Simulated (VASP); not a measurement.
# TiB2 (P6/mmm) in VASP: further runs

TiB2 is run at these levels: LDA; tasks: single point.

Everything below comes from runs of VASP 6.6.1. Logs are shortened: lines on timing, memory, paths and dates and some standing lists are left out, and cuts for length are marked.

## (1) The cell of the first run

The structure is hexagonal, space group P6/mmm (No. 191). The conventional cell has a = 2.996 Å, b = 2.996 Å, c = 3.154 Å, α = 90.00°, β = 90.00°, γ = 120.00°. Ti (site symmetry 6/mmm) has 12 B at 2.34 Å and 6 Ti at 3.00 Å within 3.1 Å. Within 2.3 Å of B (site symmetry -6m2) lie 3 B at 1.73 Å.

## (2) Single point, LDA

The input, INCAR:

```
SYSTEM = TiB2
PREC = Accurate
ENCUT = 500
EDIFF = 1E-6
ISMEAR = 0
SIGMA = 0.05
LREAL = .False.
LASPH = .True.
NELM = 120
ALGO = Normal
ISIF = 2
LWAVE = .False.
LCHARG = .True.
LELF = .True.
LVHAR = .True.
NBANDS = 16
GGA_COMPAT = .False.
```

The input, KPOINTS:

```
regular mesh
0
Gamma
  9 9 7
  0 0 0
```

The input, POSCAR:

```
TiB2
1.0
    2.9960136454      0.0000000000      0.0000000000
   -1.4980068227      2.5946239270      0.0000000000
    0.0000000000      0.0000000000      3.1539260893
Ti B
1 2
Direct
    0.0000000000      0.0000000000      0.0000000000
    0.3333333333      0.6666666667      0.5000000000
    0.6666666667      0.3333333333      0.5000000000
```

Potentials or basis: VASP PAW LDA potentials, release 64 (Ti_sv, B).

Run with:

```
$ cat potpaw_LDA.64/Ti_sv/POTCAR potpaw_LDA.64/B/POTCAR > POTCAR
$ mpirun -np 1 vasp_std > vasp.out
```

OUTCAR:

```text
SYSTEM = TiB2
   PREC = Accurate
   ENCUT = 500
   EDIFF = 1E-6
   ISMEAR = 0
   LREAL = .False.
   LASPH = .True.
   NELM = 120
   ISIF = 2

 ion  position               nearest neighbor table
   1  0.000  0.000  0.000-   2 2.34   3 2.34   2 2.34   3 2.34   2 2.34   2 2.34   3 2.34   3 2.34
                             3 2.34   3 2.34   2 2.34   2 2.34
   2  0.333  0.667  0.500-   3 1.73   3 1.73   3 1.73   1 2.34   1 2.34   1 2.34   1 2.34   1 2.34
                             1 2.34
   3  0.667  0.333  0.500-   2 1.73   2 1.73   2 1.73   1 2.34   1 2.34   1 2.34   1 2.34   1 2.34
                             1 2.34

  LATTYP: Found a hexagonal cell.
 ALAT       =     2.9960136454
 C/A-ratio  =     1.0527075183

  Lattice vectors:

 A1 = (   2.9960136454,   0.0000000000,   0.0000000000)
 A2 = (  -1.4980068227,   2.5946239270,   0.0000000000)
 A3 = (   0.0000000000,   0.0000000000,   3.1539260893)

Analysis of symmetry for initial positions (statically):
=====================================================================
 Subroutine PRICEL returns:
 Original cell was already a primitive cell.

 Routine SETGRP: Setting up the symmetry group for a
 hexagonal supercell.

 Subroutine GETGRP returns: Found 24 space group operations
 (whereof 24 operations were pure point group operations)
 out of a pool of 24 trial point group operations.

The static configuration has the point symmetry D_6h.

Analysis of symmetry for dynamics (positions and initial velocities):
=====================================================================
 Subroutine PRICEL returns:
 Original cell was already a primitive cell.

 Routine SETGRP: Setting up the symmetry group for a
 hexagonal supercell.

 Subroutine GETGRP returns: Found 24 space group operations
 (whereof 24 operations were pure point group operations)
 out of a pool of 24 trial point group operations.

The dynamic configuration has the point symmetry D_6h.

 Subroutine INISYM returns: Found 24 space group operations
 (whereof 24 operations are pure point group operations),
 and found     1 'primitive' translations

----------------------------------------------------------------------------------------

                                     Primitive cell

  volume of cell :      24.5171

  direct lattice vectors                    reciprocal lattice vectors
     2.996013645  0.000000000  0.000000000     0.333776851  0.192706155  0.000000000
    -1.498006823  2.594623927  0.000000000     0.000000000  0.385412310  0.000000000
     0.000000000  0.000000000  3.153926089     0.000000000  0.000000000  0.317065135

  length of vectors
     2.996013645  2.996013645  3.153926089     0.385412310  0.385412310  0.317065135

  position of ions in fractional coordinates (direct lattice)
     0.000000000  0.000000000  0.000000000
     0.333333333  0.666666667  0.500000000
     0.666666667  0.333333333  0.500000000

  ion indices of the primitive-cell ions
   primitive index   ion index
                 1           1
                 2           2
                 3           3

----------------------------------------------------------------------------------------

 KPOINTS: regular mesh

Automatic generation of k-mesh.
 Grid dimensions read from file:
 generate k-points for:    9    9    7

 Generating k-lattice:

  Cartesian coordinates                     Fractional coordinates (reciprocal lattice)
     0.037086317  0.021411795  0.000000000     0.111111111  0.000000000  0.000000000
     0.000000000  0.042823590  0.000000000     0.000000000  0.111111111  0.000000000
     0.000000000  0.000000000  0.045295019     0.000000000  0.000000000  0.142857143

  Length of vectors
     0.042823590  0.042823590  0.045295019

  Shift w.r.t. Gamma in fractional coordinates (k-lattice)
     0.000000000  0.000000000  0.000000000

 Subroutine IBZKPT returns following result:
 ===========================================

 Found     48 irreducible k-points:

 Following reciprocal coordinates:
            Coordinates               Weight
  0.000000  0.000000  0.000000      1.000000
  0.111111 -0.000000  0.000000      6.000000
  0.222222 -0.000000  0.000000      6.000000
  0.333333  0.000000  0.000000      6.000000
  0.444444 -0.000000  0.000000      6.000000
  0.111111  0.111111  0.000000      6.000000
[... 16 lines left out ...]
  0.333333  0.222222  0.142857     24.000000
  0.333333  0.333333  0.142857      4.000000
 [... further k-points ...]
   k-points           NKPTS =     48   k-points in BZ     NKDIM =     48   number of bands    NBANDS=     16
   number of dos      NEDOS =    301   number of ions     NIONS =      3
   total plane-waves  NPLWV =  13824
   dimension x,y,z NGX =    24 NGY =   24 NGZ =   24
   dimension x,y,z NGXF=    48 NGYF=   48 NGZF=   48
   ions per type =               1   2
   NGX,Y,Z   is equivalent  to a cutoff of  13.32, 13.32, 12.65 a.u.
   NGXF,Y,Z  is equivalent  to a cutoff of  26.63, 26.63, 25.30 a.u.
 SYSTEM =  TiB2
   PREC   = accura    normal or accurate (medium, high low for compatibility)
   ISTART =      0    job   : 0-new  1-cont  2-samecut
   ICHARG =      2    charge: 1-file 2-atom 10-const
   ISPIN  =      1    spin polarized calculation?
   LNONCOLLINEAR =      F non collinear calculations
   LSORBIT =      F    spin-orbit coupling
   LASPH  =      T    aspherical Exc in radial PAW
   ENCUT  =  500.0 eV  36.75 Ry    6.06 a.u.   5.46  5.46  5.75*2*pi/ulx,y,z
   NELM   =    120;   NELMIN=  2; NELMDL= -5     # of ELM steps
   EDIFF  = 0.1E-05   stopping-criterion for ELM
   LREAL  =      F    real-space projection
   EDIFFG = 0.1E-04   stopping-criterion for IOM
   NSW    =      0    number of steps for IOM
   IBRION =     -1    ionic relax: 0-MD 1-quasi-New 2-CG
   NFREE  =      0    steps in history (QN), initial steepest desc. (CG)
   ISIF   =      2    stress and relaxation
   ISYM   =      2    0-nonsym 1-usesym 2-fastsym
   POTIM  = 0.5000    time-step for ionic-motion
   TEBEG  =    0.0;   TEEND  =   0.0 temperature during run
   PSTRESS=    0.0 pullay stress
   NELECT =      18.0000    total number of electrons
   NUPDOWN=      -1.0000    fix difference up-down
   EMIN   =  10.00;   EMAX   =-10.00  energy-range for DOS
   EFERMI =   0.00;   METHOD = LEGACY
   ISMEAR =     0;   SIGMA  =   0.05  broadening in eV -4-tet -1-fermi 0-gaus
   EFERMI_NEDOS =   21; number of points for ismear=-14 and -15
   IALGO  =     38    algorithm
   IMIX   =      4    mixing-type and parameters
     AMIX     =   0.40;   BMIX     =  1.00
     AMIX_MAG =   1.60;   BMIX_MAG =  1.00
  volume/ion in A,a.u.               =       8.17        55.15
  Fermi-wavevector in a.u.,A,eV,Ry     =   1.476871  2.790881 29.676301  2.181147
  Thomas-Fermi vector in A             =   2.591344
   LORBIT       =      0    0 simple, 1 ext, 2 COOP (PROOUT), +10 PAW based schemes
   GGA     = CA    functional components
   LHFCALC =     F    Hartree Fock is set to
   AEXX    =    0.0000 exact exchange contribution
   IVDW    =     0    specifies the selected vdW correction
   LEPSILON=     F    determine dielectric tensor
   LRPA    =     F    only Hartree local field effects (RPA)
 non-spin polarized calculation
 Gauss-broadening in eV      SIGMA  =   0.05
  energy-cutoff  :      500.00
  volume of cell :       24.52
 maximum number of plane-waves:       642
 NGX is ok and might be reduce to    24
   NGX = 11   NGY = 11   NGZ = 11

 number of electron      18.0000000 magnetization

 Free energy of the ion-electron system (eV)
  ---------------------------------------------------
  ext. energy  EPLUGINS =         0.00000000
  ---------------------------------------------------
  free energy    TOTEN  =       -26.92202456 eV

  energy without entropy =      -26.92202452  energy(sigma->0) =      -26.92202454

 E-fermi :  10.4612     XC(G=0): -13.1737

 val. band max:       10.3016645083   @ k =   0.1111  -0.0000   0.4286
 cond. band min:      10.6170744680   @ k =   0.2222   0.2222   0.0000
 fundamental gap:      0.3154099596
 Fermi energy:        10.4611574401

 k-point     1 :       0.0000    0.0000    0.0000
  band No.  band energies     occupation
      1     -45.6796      2.00000
      2     -22.4266      2.00000
      3     -22.0850      2.00000
      4     -22.0850      2.00000
      5      -3.0871      2.00000
      6       7.6650      2.00000
[... 8 lines left out ...]
     15      16.3406      0.00000
     16      17.7331      0.00000

 k-point     2 :       0.1111   -0.0000    0.0000
  band No.  band energies     occupation
      1     -45.6717      2.00000
      2     -22.4170      2.00000
      3     -22.1426      2.00000
      4     -22.0980      2.00000
      5      -2.8444      2.00000
      6       7.0292      2.00000
[... 8 lines left out ...]
     15      17.6955      0.00000
     16      18.4686      0.00000

 k-point     3 :       0.2222   -0.0000    0.0000
  band No.  band energies     occupation
      1     -45.6518      2.00000
      2     -22.3926      2.00000
      3     -22.2864      2.00000
      4     -22.1307      2.00000
      5      -2.1444      2.00000
      6       5.5342      2.00000
[... 8 lines left out ...]
     15      18.3009      0.00000
     16      20.1884      0.00000

 k-point     4 :       0.3333    0.0000    0.0000
  band No.  band energies     occupation
      1     -45.6290      2.00000
      2     -22.4464      2.00000
      3     -22.3648      2.00000
      4     -22.1677      2.00000
      5      -1.0557      2.00000
      6       3.7602      2.00000
[... 8 lines left out ...]
     15      18.4031      0.00000
     16      19.8986      0.00000
[... 324 lines left out ...]
 k-point    22 :       0.2222    0.2222    0.1429
  band No.  band energies     occupation
      1     -45.6151      2.00000
      2     -22.4469      2.00000
      3     -22.3970      2.00000
      4     -22.2423      2.00000
      5      -0.2748      2.00000
      6       3.8048      2.00000
[... 8 lines left out ...]
     15      20.7014      0.00000
     16      20.9293      0.00000

 k-point    23 :       0.3333    0.2222    0.1429
  band No.  band energies     occupation
      1     -45.6037      2.00000
      2     -22.4815      2.00000
      3     -22.3825      2.00000
      4     -22.3046      2.00000
      5       1.0048      2.00000
      6       2.4970      2.00000
[... 8 lines left out ...]
     15      20.9047      0.00000
     16      21.0348      0.00000

 k-point    24 :       0.3333    0.3333    0.1429
  band No.  band energies     occupation
      1     -45.5997      2.00000
      2     -22.4103      2.00000
      3     -22.4103      2.00000
      4     -22.3773      2.00000
      5       2.1150      2.00000
      6       2.1150      2.00000
[... 8 lines left out ...]
     15      21.4542      0.00000
     16      21.4542      0.00000

 [... further k-points ...]
[... 5 lines left out ...]
  --------------------------------------------------------------------------------------
  -------------------------------------------------------------------------------------
  Total        0.0965389      0.0965389      0.0953247      0.0000000      0.0000000      0.0000000
  in kB        6.3087460      6.3087460      6.2294014      0.0000000      0.0000000      0.0000000
  external PRESSURE =       6.2822978 kB  Pullay stress =       0.0000000 kB

 VOLUME and BASIS-vectors are now :
 -----------------------------------------------------------------------------
  energy-cutoff  :      500.00
  volume of cell :       24.52
      direct lattice vectors                 reciprocal lattice vectors
     2.996013645  0.000000000  0.000000000     0.333776851  0.192706155  0.000000000
    -1.498006823  2.594623927  0.000000000     0.000000000  0.385412310  0.000000000
     0.000000000  0.000000000  3.153926089     0.000000000  0.000000000  0.317065135

 POSITION                                       TOTAL-FORCE (eV/Angst)
 -----------------------------------------------------------------------------------
      0.00000      0.00000      0.00000        -0.000000      0.000000      0.000000
     -0.00000      1.72975      1.57696         0.000000      0.000000     -0.000000
      1.49801      0.86487      1.57696        -0.000000     -0.000000      0.000000
 -----------------------------------------------------------------------------------
    total drift:                               -0.000000      0.000000      0.000000

  FREE ENERGIE OF THE ION-ELECTRON SYSTEM (eV)
  ---------------------------------------------------
  free  energy   TOTEN  =       -26.9220245621 eV

  energy  without entropy=      -26.9220245166  energy(sigma->0) =      -26.92202454
```

It took 7.3 s on 1 thread of Intel Xeon 6975P-C (Granite Rapids), shared host; peak memory 0.13 GiB.

What came out:

* Free energy: -26.9220 eV
* Pressure: 0.6 GPa
* Band gap on the k mesh: zero (band 9 reaches 10.81 eV, above the bottom of band 10 at 10.24 eV)

(Continued in part 2 of 3.)
